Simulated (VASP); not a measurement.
Set up this calculation in VASP 6.6.1, as the native input.

| Item | Value |
| --- | --- |
| Task | single point |
| Functional | PBEsol |
| Potentials or basis | VASP PAW PBE potentials, release 64 (Co, Si) |
| Cutoff | 520 eV |
| k mesh | 5 × 5 × 5 |
| Occupations | fermi-dirac, width 0.05 eV |
| Spin | collinear spin, ferromagnetic start |
| Starting moments | [2.0, 2.0, 2.0, 2.0, 0.0, 0.0, 0.0, 0.0] μB |
| Fixed moment | 8 μB |
| Dipole correction | no |
| Further INCAR settings | ALGO = Normal; EDIFF = 1e-06; NBANDS = 40 |

The structure of CoSi lies in POSCAR:

```
CoSi
1.0
    4.4380000000      0.0000000000      0.0000000000
    0.0000000000      4.4380000000      0.0000000000
    0.0000000000      0.0000000000      4.4380000000
Co Si
4 4
Direct
    0.8600000000      0.6400000000      0.3600000000
    0.6400000000      0.3600000000      0.8600000000
    0.3600000000      0.8600000000      0.6400000000
    0.1400000000      0.1400000000      0.1400000000
    0.1570000000      0.3430000000      0.6570000000
    0.3430000000      0.6570000000      0.1570000000
    0.6570000000      0.1570000000      0.3430000000
    0.8430000000      0.8430000000      0.8430000000
```

The input as run:

INCAR

```
SYSTEM = CoSi
PREC = Accurate
ENCUT = 520
EDIFF = 1E-6
ISMEAR = -1
SIGMA = 0.05
LREAL = .FALSE.
LASPH = .TRUE.
NELM = 150
ALGO = Normal
ISIF = 2
LWAVE = .FALSE.
LCHARG = .TRUE.
ISPIN = 2
MAGMOM = 2 2 2 2 0 0 0 0
LORBIT = 11
NUPDOWN = 8.0
LMAXMIX = 4
GGA = PS
LELF = .TRUE.
LVHAR = .TRUE.
NBANDS = 40
```

KPOINTS

```
regular mesh
0
G
  5 5 5
  0 0 0
```

Potentials or basis: VASP PAW PBE potentials, release 64 (Co, Si).

Run with:

```sh
$ cat potpaw_PBE.64/Co/POTCAR potpaw_PBE.64/Si/POTCAR > POTCAR
$ mpirun -np 1 vasp_std > vasp.out
```

It gave:

```yaml
Pressure: 17.7 GPa
Largest_force: 0.507 eV/Å
Net_moment: 8.00 μB per cell
Site_moments: Co +1.72; Si +0.14 μB
Valence_electrons_inside_the_program's_atomic_spheres: Co 8.53; Si 1.67
```

Caveat: the PAW data sets were made with another functional, which shifts forces and pressure a little; the total moment is fixed, so each spin has its own Fermi level.

It took 87 s on 1 thread of Intel(R) Xeon(R) Platinum 8488C (Sapphire Rapids) (shared host), peak memory 0.26 GiB.
